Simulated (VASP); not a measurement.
# Ga2O (P6/mmm) in VASP: a series of runs

The runs below take Ga2O through single point, relaxation of cell and atoms, with PBE.

Program: VASP 6.6.1. These are calculated values, not measurements. Logs are shortened: lines on timing, memory, paths and dates and some standing lists are left out, and cuts for length are marked.

### Step 1. The cell of the first run

It takes space group P6/mmm (No. 191, hexagonal). The conventional cell has a = 4.295 Å, b = 4.295 Å, c = 2.909 Å, α = 90.00°, β = 90.00°, γ = 120.00°. Within 3.3 Å of Ga (site symmetry -6m2) lie 5 Ga at 2.48 to 2.91 Å and 3 O at 2.48 Å. O (site symmetry 6/mmm) has 6 Ga at 2.48 Å and 2 O at 2.91 Å within 3.3 Å.

The cell was built from a structure type or drawn by symmetry, and may not be a known phase.

### Step 2. Single point, PBE

Input file INCAR:

```
SYSTEM = Ga2O
  ALGO = Normal
  EDIFF = 1E-6
  ENCUT = 520
  GGA = PE
  ISIF = 2
  ISMEAR = 0
  LASPH = .TRUE.
  LCHARG = .FALSE.
  LREAL = .FALSE.
  LWAVE = .FALSE.
  NBANDS = 23
  NELM = 100
  PREC = Accurate
  SIGMA = 0.1
```

Input file KPOINTS:

```
k-points
0
G
  12 12 16
  0 0 0
```

Input file POSCAR:

```
Ga2O
1.0
    4.2947522056      0.0000000000      0.0000000000
   -2.1473761028      3.7193645130      0.0000000000
    0.0000000000      0.0000000000      2.9090573193
Ga O
2 1
Direct
    0.3333333333      0.6666666667      0.0000000000
    0.6666666667      0.3333333333      0.0000000000
    0.0000000000      0.0000000000      0.0000000000
```

Potentials or basis: VASP PAW PBE potentials, release 64 (Ga_d, O).

The run is started by

```
$ cat potpaw_PBE.64/Ga_d/POTCAR potpaw_PBE.64/O/POTCAR > POTCAR
$ mpirun -np 1 vasp_std > vasp.out
```

OUTCAR:

```text
SYSTEM = Ga2O
   EDIFF = 1E-6
   ENCUT = 520
   GGA = PE
   ISIF = 2
   ISMEAR = 0
   LASPH = .TRUE.
   LREAL = .FALSE.
   NELM = 100
   PREC = Accurate

 ion  position               nearest neighbor table
   1  0.333  0.667  0.000-   2 2.48   2 2.48   2 2.48
   2  0.667  0.333  0.000-   1 2.48   1 2.48   1 2.48
   3  0.000  0.000  0.000-

  LATTYP: Found a hexagonal cell.
 ALAT       =     4.2947522056
 C/A-ratio  =     0.6773516096

  Lattice vectors:

 A1 = (   4.2947522056,   0.0000000000,   0.0000000000)
 A2 = (  -2.1473761028,   3.7193645130,   0.0000000000)
 A3 = (   0.0000000000,   0.0000000000,   2.9090573193)

Analysis of symmetry for initial positions (statically):
=====================================================================
 Subroutine PRICEL returns:
 Original cell was already a primitive cell.

 Routine SETGRP: Setting up the symmetry group for a
 hexagonal supercell.

 Subroutine GETGRP returns: Found 24 space group operations
 (whereof 24 operations were pure point group operations)
 out of a pool of 24 trial point group operations.

The static configuration has the point symmetry D_6h.

Analysis of symmetry for dynamics (positions and initial velocities):
=====================================================================
 Subroutine PRICEL returns:
 Original cell was already a primitive cell.

 Routine SETGRP: Setting up the symmetry group for a
 hexagonal supercell.

 Subroutine GETGRP returns: Found 24 space group operations
 (whereof 24 operations were pure point group operations)
 out of a pool of 24 trial point group operations.

The dynamic configuration has the point symmetry D_6h.

 Subroutine INISYM returns: Found 24 space group operations
 (whereof 24 operations are pure point group operations),
 and found     1 'primitive' translations

----------------------------------------------------------------------------------------

                                     Primitive cell

  volume of cell :      46.4686

  direct lattice vectors                    reciprocal lattice vectors
     4.294752206  0.000000000  0.000000000     0.232842304  0.134431567  0.000000000
    -2.147376103  3.719364513  0.000000000     0.000000000  0.268863134  0.000000000
     0.000000000  0.000000000  2.909057319     0.000000000  0.000000000  0.343753969

  length of vectors
     4.294752206  4.294752206  2.909057319     0.268863134  0.268863134  0.343753969

  position of ions in fractional coordinates (direct lattice)
     0.333333333  0.666666667  0.000000000
     0.666666667  0.333333333  0.000000000
     0.000000000  0.000000000  0.000000000

  ion indices of the primitive-cell ions
   primitive index   ion index
                 1           1
                 2           2
                 3           3

----------------------------------------------------------------------------------------

 KPOINTS: k-points

Automatic generation of k-mesh.
 Grid dimensions read from file:
 generate k-points for:   12   12   16

 Generating k-lattice:

  Cartesian coordinates                     Fractional coordinates (reciprocal lattice)
     0.019403525  0.011202631  0.000000000     0.083333333  0.000000000  0.000000000
     0.000000000  0.022405261  0.000000000     0.000000000  0.083333333  0.000000000
     0.000000000  0.000000000  0.021484623     0.000000000  0.000000000  0.062500000

  Length of vectors
     0.022405261  0.022405261  0.021484623

  Shift w.r.t. Gamma in fractional coordinates (k-lattice)
     0.000000000  0.000000000  0.000000000

 Subroutine IBZKPT returns following result:
 ===========================================

 Found    171 irreducible k-points:

 Following reciprocal coordinates:
            Coordinates               Weight
  0.000000  0.000000  0.000000      1.000000
  0.083333  0.000000  0.000000      6.000000
  0.166667  0.000000  0.000000      6.000000
  0.250000  0.000000  0.000000      6.000000
  0.333333 -0.000000  0.000000      6.000000
  0.416667  0.000000  0.000000      6.000000
[... 16 lines left out ...]
  0.250000  0.000000  0.062500     12.000000
  0.333333 -0.000000  0.062500     12.000000
 [... further k-points ...]
   k-points           NKPTS =    171   k-points in BZ     NKDIM =    171   number of bands    NBANDS=     23
   number of dos      NEDOS =    301   number of ions     NIONS =      3
   total plane-waves  NPLWV =  24576
   dimension x,y,z NGX =    32 NGY =   32 NGZ =   24
   dimension x,y,z NGXF=    64 NGYF=   64 NGZF=   48
   ions per type =               2   1
   NGX,Y,Z   is equivalent  to a cutoff of  12.39, 12.39, 13.72 a.u.
   NGXF,Y,Z  is equivalent  to a cutoff of  24.77, 24.77, 27.43 a.u.
 SYSTEM =  Ga2O
   PREC   = accura    normal or accurate (medium, high low for compatibility)
   ISTART =      0    job   : 0-new  1-cont  2-samecut
   ICHARG =      2    charge: 1-file 2-atom 10-const
   ISPIN  =      1    spin polarized calculation?
   LNONCOLLINEAR =      F non collinear calculations
   LSORBIT =      F    spin-orbit coupling
   LASPH  =      T    aspherical Exc in radial PAW
   ENCUT  =  520.0 eV  38.22 Ry    6.18 a.u.   7.99  7.99  5.41*2*pi/ulx,y,z
   NELM   =    100;   NELMIN=  2; NELMDL= -5     # of ELM steps
   EDIFF  = 0.1E-05   stopping-criterion for ELM
   LREAL  =      F    real-space projection
   EDIFFG = 0.1E-04   stopping-criterion for IOM
   NSW    =      0    number of steps for IOM
   IBRION =     -1    ionic relax: 0-MD 1-quasi-New 2-CG
   NFREE  =      0    steps in history (QN), initial steepest desc. (CG)
   ISIF   =      2    stress and relaxation
   ISYM   =      2    0-nonsym 1-usesym 2-fastsym
   POTIM  = 0.5000    time-step for ionic-motion
   TEBEG  =    0.0;   TEEND  =   0.0 temperature during run
   PSTRESS=    0.0 pullay stress
   NELECT =      32.0000    total number of electrons
   NUPDOWN=      -1.0000    fix difference up-down
   EMIN   =  10.00;   EMAX   =-10.00  energy-range for DOS
   EFERMI =   0.00;   METHOD = LEGACY
   ISMEAR =     0;   SIGMA  =   0.10  broadening in eV -4-tet -1-fermi 0-gaus
   EFERMI_NEDOS =   21; number of points for ismear=-14 and -15
   IALGO  =     38    algorithm
   IMIX   =      4    mixing-type and parameters
     AMIX     =   0.40;   BMIX     =  1.00
     AMIX_MAG =   1.60;   BMIX_MAG =  1.00
  volume/ion in A,a.u.               =      15.49       104.53
  Fermi-wavevector in a.u.,A,eV,Ry     =   1.445679  2.731937 28.435998  2.089987
  Thomas-Fermi vector in A             =   2.563833
   LORBIT       =      0    0 simple, 1 ext, 2 COOP (PROOUT), +10 PAW based schemes
   GGA     = PE    functional components
   LHFCALC =     F    Hartree Fock is set to
   AEXX    =    0.0000 exact exchange contribution
   IVDW    =     0    specifies the selected vdW correction
   LEPSILON=     F    determine dielectric tensor
   LRPA    =     F    only Hartree local field effects (RPA)
 non-spin polarized calculation
 Gauss-broadening in eV      SIGMA  =   0.10
  energy-cutoff  :      520.00
  volume of cell :       46.47
 maximum number of plane-waves:      1269
 NGX is ok and might be reduce to    32
   NGX = 15   NGY = 15   NGZ = 11

 number of electron      32.0000016 magnetization

 Free energy of the ion-electron system (eV)
  ---------------------------------------------------
  ext. energy  EPLUGINS =         0.00000000
  ---------------------------------------------------
  free energy    TOTEN  =       -10.62179055 eV

  energy without entropy =      -10.61977650  energy(sigma->0) =      -10.62078352

 E-fermi :   4.2418     XC(G=0): -10.8790

 val. band max:        4.2298722204   @ k =   0.0000   0.0000   0.4375
 cond. band min:       4.2674893290   @ k =   0.1667   0.1667   0.4375
 fundamental gap:      0.0376171086
 Fermi energy:         4.2417884358

 k-point     1 :       0.0000    0.0000    0.0000
  band No.  band energies     occupation
      1     -12.9199      2.00000
      2     -10.7984      2.00000
      3     -10.7646      2.00000
      4     -10.7646      2.00000
      5     -10.6292      2.00000
      6     -10.6292      2.00000
[... 15 lines left out ...]
     22      14.6834      0.00000
     23      18.6315      0.00000

 k-point     2 :       0.0833    0.0000    0.0000
  band No.  band energies     occupation
      1     -12.9047      2.00000
      2     -10.8238      2.00000
      3     -10.7858      2.00000
      4     -10.7747      2.00000
      5     -10.6307      2.00000
      6     -10.6270      2.00000
[... 15 lines left out ...]
     22      14.7521      0.00000
     23      18.3446      0.00000

 k-point     3 :       0.1667    0.0000    0.0000
  band No.  band energies     occupation
      1     -12.8636      2.00000
      2     -10.8784      2.00000
      3     -10.8267      2.00000
      4     -10.7798      2.00000
      5     -10.6346      2.00000
      6     -10.6207      2.00000
[... 15 lines left out ...]
     22      14.9496      0.00000
     23      17.6431      0.00000

 k-point     4 :       0.2500    0.0000    0.0000
  band No.  band energies     occupation
      1     -12.8096      2.00000
      2     -10.9173      2.00000
      3     -10.8659      2.00000
      4     -10.7872      2.00000
      5     -10.6397      2.00000
      6     -10.6113      2.00000
[... 15 lines left out ...]
     22      15.2603      0.00000
     23      16.7938      0.00000

 k-point     5 :       0.3333   -0.0000    0.0000
  band No.  band energies     occupation
      1     -12.7590      2.00000
      2     -10.9252      2.00000
      3     -10.8965      2.00000
      4     -10.8033      2.00000
      5     -10.6446      2.00000
      6     -10.6005      2.00000
[... 434 lines left out ...]
 k-point    22 :       0.1667    0.0000    0.0625
  band No.  band energies     occupation
      1     -12.8495      2.00000
      2     -10.8735      2.00000
      3     -10.8260      2.00000
      4     -10.7753      2.00000
      5     -10.6398      2.00000
      6     -10.6261      2.00000
[... 15 lines left out ...]
     22      15.9274      0.00000
     23      16.9068      0.00000

 k-point    23 :       0.2500    0.0000    0.0625
  band No.  band energies     occupation
      1     -12.7959      2.00000
      2     -10.9133      2.00000
      3     -10.8652      2.00000
      4     -10.7822      2.00000
      5     -10.6451      2.00000
      6     -10.6172      2.00000
[... 15 lines left out ...]
     22      15.9171      0.00000
     23      16.2934      0.00000

 k-point    24 :       0.3333   -0.0000    0.0625
  band No.  band energies     occupation
      1     -12.7459      2.00000
      2     -10.9216      2.00000
      3     -10.8958      2.00000
      4     -10.7982      2.00000
      5     -10.6501      2.00000
      6     -10.6070      2.00000
[... 15 lines left out ...]
     22      15.1250      0.00000
     23      16.5847      0.00000

 [... further k-points ...]

------------------------ aborting loop because EDIFF is reached ----------------------------------------

  FORCE on cell =-STRESS in cart. coord.  units (eV):
  Direction    XX          YY          ZZ          XY          YZ          ZX
  --------------------------------------------------------------------------------------
  -------------------------------------------------------------------------------------
  Total        0.0578973      0.0578973     -0.0168411      0.0000000     -0.0000000      0.0000000
  in kB        1.9962259      1.9962259     -0.5806596      0.0000000     -0.0000000      0.0000000
  external PRESSURE =       1.1372641 kB  Pullay stress =       0.0000000 kB

 VOLUME and BASIS-vectors are now :
 -----------------------------------------------------------------------------
  energy-cutoff  :      520.00
  volume of cell :       46.47
      direct lattice vectors                 reciprocal lattice vectors
     4.294752206  0.000000000  0.000000000     0.232842304  0.134431567  0.000000000
    -2.147376103  3.719364513  0.000000000     0.000000000  0.268863134  0.000000000
     0.000000000  0.000000000  2.909057319     0.000000000  0.000000000  0.343753969

 POSITION                                       TOTAL-FORCE (eV/Angst)
 -----------------------------------------------------------------------------------
     -0.00000      2.47958      0.00000         0.000000      0.000000      0.000000
      2.14738      1.23979      0.00000        -0.000000      0.000000     -0.000000
      0.00000      0.00000      0.00000        -0.000000      0.000000     -0.000000
 -----------------------------------------------------------------------------------
    total drift:                               -0.000000      0.000000     -0.000000

  FREE ENERGIE OF THE ION-ELECTRON SYSTEM (eV)
  ---------------------------------------------------
  free  energy   TOTEN  =       -10.6217905462 eV

  energy  without entropy=      -10.6197765004  energy(sigma->0) =      -10.62078352
```

Run time: 3.8 min. Hardware: 1 thread of Intel Xeon 8259CL, shared host; peak memory 0.28 GiB.

What came out:

```yaml
Free_energy: -10.6218 eV
Pressure: 0.1 GPa
Band_gap_on_the_k_mesh: zero (bands 16 and 17 overlap by 1.52 eV)
```

### Step 3. Single point, PBE, collinear spin, ferromagnetic start

This run uses another cell than the first one, of 16.22 Å³/atom.

Input file INCAR:

```
SYSTEM = Ga2O
PREC     = Accurate       ! precision mode
ENCUT    = 520            ! plane-wave cutoff, eV
EDIFF    = 1E-6           ! SCF threshold, eV
ISMEAR   = 0              ! smearing method
SIGMA    = 0.1            ! smearing width, eV
LREAL    = .False.        ! projectors in reciprocal space
LASPH    = .True.         ! aspherical terms in the spheres
NELM     = 150            ! most SCF steps
ALGO     = Normal         ! electronic algorithm
ISIF     = 2              ! what is computed and relaxed
LWAVE    = .False.        ! write WAVECAR
LCHARG   = .False.        ! write CHGCAR
ISPIN    = 2              ! spin polarisation
MAGMOM   = 0 0 1          ! initial moments
LORBIT   = 11             ! projections on sites
GGA      = PE             ! functional
NBANDS   = 27             ! bands
```

Input file KPOINTS:

```
regular mesh
0
Gamma
  6 6 8
  0 0 0
```

Input file POSCAR:

```
Ga2O
1.0
    5.0163128100      0.0000000000      0.0000000000
   -2.5081564100      4.3442543300      0.0000000000
    0.0000000000      0.0000000000      2.2323526900
Ga O
2 1
Direct
    0.3333333300      0.6666666700      0.0000000000
    0.6666666700      0.3333333300      0.0000000000
    0.0000000000      0.0000000000      0.0000000000
```

Potentials or basis: VASP PAW PBE potentials, release 64 (Ga_d, O).

The run is started by

```
$ cat potpaw_PBE.64/Ga_d/POTCAR potpaw_PBE.64/O/POTCAR > POTCAR
$ mpirun -np 1 vasp_std > vasp.out
```

It took 2.2 min on 1 thread of Intel Xeon 8259CL, shared host; peak memory 0.23 GiB.

It converged, with:

```yaml
Free_energy: -9.4188 eV
Pressure: 1.4 GPa
Band_gap_on_the_k_mesh: zero (filled and empty bands overlap)
Net_moment: 0.00 μB per cell
Valence_electrons_inside_the_program's_atomic_spheres: Ga 11.68; O 4.68
```

Stress tensor (GPa, compression positive):
```
-11.26   0.00   0.00
  0.00 -11.26   0.00
  0.00   0.00  26.72
```

Levels at points of the mesh, in eV from the Fermi level:
Spin up:
| k point | band 13 | band 14 | band 15 | band 16 | band 17 | band 18 | band 19 | band 20 |
| --- | --- | --- | --- | --- | --- | --- | --- | --- |
| (0.00, 0.00, 0.00) | -4.89 | -2.96 | -2.96 | -1.76 | -1.76 | 1.73 | 4.63 | 4.63 |
| (0.50, 0.00, 0.00) | -7.41 | -4.09 | -1.54 | 0.11 | 0.35 | 1.73 | 4.40 | 4.93 |
| (0.00, 0.00, 0.50) | -2.04 | -1.34 | -0.93 | -0.93 | 0.59 | 4.60 | 4.69 | 4.69 |
| (0.50, 0.00, 0.50) | -2.08 | -1.93 | -1.12 | -0.76 | 0.86 | 1.30 | 5.01 | 7.41 |
Spin down:
| k point | band 13 | band 14 | band 15 | band 16 | band 17 | band 18 | band 19 | band 20 |
| --- | --- | --- | --- | --- | --- | --- | --- | --- |
| (0.00, 0.00, 0.00) | -4.89 | -2.96 | -2.96 | -1.76 | -1.76 | 1.73 | 4.63 | 4.63 |
| (0.50, 0.00, 0.00) | -7.41 | -4.09 | -1.54 | 0.11 | 0.35 | 1.73 | 4.40 | 4.93 |
| (0.00, 0.00, 0.50) | -2.04 | -1.34 | -0.93 | -0.93 | 0.59 | 4.60 | 4.69 | 4.69 |
| (0.50, 0.00, 0.50) | -2.08 | -1.93 | -1.12 | -0.76 | 0.86 | 1.30 | 5.01 | 7.41 |

### Step 4. Relaxation of cell and atoms, PBE

This run uses another cell than the first one, of 15.52 Å³/atom.

Input file INCAR:

```
SYSTEM = Ga2O
PREC = Accurate
ENCUT = 600
EDIFF = 1E-6
ISMEAR = 0
SIGMA = 0.1
LREAL = .FALSE.
LASPH = .TRUE.
NELM = 100
ALGO = Normal
ISIF = 3
LWAVE = .FALSE.
LCHARG = .FALSE.
GGA = PE
IBRION = 2
NSW = 100
EDIFFG = -0.01
```

Input file KPOINTS:

```
Automatic mesh
0
G
  12 12 16
  0 0 0
```

Input file POSCAR:

```
Ga2O
1.0
    4.3002767499      0.0000000000      0.0000000000
   -2.1501383750      3.7241489087      0.0000000000
    0.0000000000      0.0000000000      2.9081833697
Ga O
2 1
Direct
    0.3333333333      0.6666666667      0.0000000000
    0.6666666667      0.3333333333      0.0000000000
    0.0000000000      0.0000000000      0.0000000000
```

The run is started by

```
$ cat potpaw_PBE.64/Ga_d/POTCAR potpaw_PBE.64/O/POTCAR > POTCAR
$ mpirun -np 1 vasp_std > vasp.out
```

It took 7.9 min on 1 thread of Intel Xeon 8259CL, shared host; peak memory 0.32 GiB.

Results (log left out):

```yaml
Free_energy: -10.6227 eV
Relaxed_volume: 15.50 Å³/atom
Relaxed_cell: a = 4.297 Å, b = 4.297 Å, c = 2.908 Å, α = 90.00°, β = 90.00°, γ = 120.00°
Space_group_after_relaxing_to_0.1_Å: P6/mmm (No. 191)
Energy_gained_by_relaxing: 0.0 meV/atom
Ionic_steps: 3
Pressure_after_relaxing: -0.1 GPa
Band_gap_on_the_k_mesh: zero (bands 16 and 17 overlap by 1.51 eV)
```

Final structure:
```
Ga O
1.0
     4.29710    0.00000    0.00000
    -2.14855    3.72140    0.00000
     0.00000    0.00000    2.90756
Ga O
2 1
Direct
  0.33333 0.66667 0.00000
  0.66667 0.33333 0.00000
  0.00000 0.00000 0.00000
```

Levels at points of the mesh, in eV from the Fermi level:
```
           k point  band 13  band 14  band 15  band 16  band 17  band 18  band 19  band 20
(0.00, 0.00, 0.00)    -3.12    -3.12    -0.41    -0.32    -0.11    -0.11     7.79     8.65
(0.50, 0.00, 0.00)    -5.54    -4.47    -0.30    -0.26     2.33     3.87     8.64     9.34
(0.00, 0.00, 0.50)    -4.61    -2.55    -2.55    -0.17     2.22     2.22     3.77     3.92
(0.50, 0.00, 0.50)    -3.46    -2.71    -2.38    -1.81     0.78     0.88     4.10     6.90
```

### Step 5. The runs side by side

| task | spin | cell | k mesh | cutoff (eV) | gap on the mesh (eV) | pressure (GPa) |
| --- | --- | --- | --- | --- | --- | --- |
| single point | off | a = 4.295, b = 4.295, c = 2.909 Å, angles 90.0, 90.0, 120.0°, 3 atoms | 12 × 12 × 16 | 520 | none | 0.1 |
| single point | collinear, ferromagnetic start | a = 5.016, b = 5.016, c = 2.232 Å, angles 90.0, 90.0, 120.0°, 3 atoms | 6 × 6 × 8 | 520 | none | 1.4 |
| relaxation of cell and atoms | off | relaxed from a = 4.300, b = 4.300, c = 2.908 Å, angles 90.0, 90.0, 120.0°, 3 atoms | 12 × 12 × 16 | 600 | none | -0.1 |

Alike in all rows: level PBE; potentials or basis VASP PAW PBE potentials, release 64 (Ga_d, O); smearing gaussian 0.1 eV.

Total energies depend on the potentials used, so only differences within one code and one set of settings carry meaning.
